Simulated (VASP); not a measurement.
Runs of VASP 6.6.1 on Hg. The structure is that of space group P6_3/mmc (No. 194), or close to it. The cells are those of the table. 

| cell | further INCAR settings | gap on the mesh (eV) | pressure (GPa) |
| --- | --- | --- | --- |
| a = 2.996, b = 2.996, c = 5.601 Å, angles 90.0, 90.0, 120.0°, 2 atoms | ALGO = Fast; EDIFF = 1e-06; NBANDS = 19 | none | (b) |
| a = 3.154, b = 3.154, c = 5.237 Å, angles 90.0, 90.0, 120.0°, 2 atoms | ALGO = Fast; EDIFF = 1e-06; NBANDS = 19 | none | -1.1 |
| a = 2.996, b = 2.996, c = 5.783 Å, angles 90.0, 90.0, 120.0°, 2 atoms | ALGO = Fast; EDIFF = 1e-07; NBANDS = 19 | none | (a) |
| a = 3.075, b = 3.075, c = 5.419 Å, angles 90.0, 90.0, 120.0°, 2 atoms | ALGO = Fast; EDIFF = 1e-06; NBANDS = 19 | none | -0.4 |
| a = 3.233, b = 3.233, c = 4.691 Å, angles 90.0, 90.0, 120.0°, 2 atoms | ALGO = Fast; EDIFF = 1e-06; NBANDS = 19 | none | 2.7 |

Alike in all rows: task single point; level PBEsol+D3(BJ); potentials or basis VASP PAW PBE potentials, release 64 (Hg); no spin polarisation; k mesh 18 × 18 × 10; cutoff (eV) 520; smearing gaussian 0.15 eV.

Fill in the values left out.

(a) -0.7; (b) 0.8.

Caveats: the PAW data sets were made with another functional, which shifts forces and pressure a little; spin-orbit coupling is left out, which moves the levels of the heavy elements.

A k mesh can miss the band edges, and the runs leave out spin-orbit coupling on Hg.

A gap of «none» marks levels without a gap at the run's occupations.
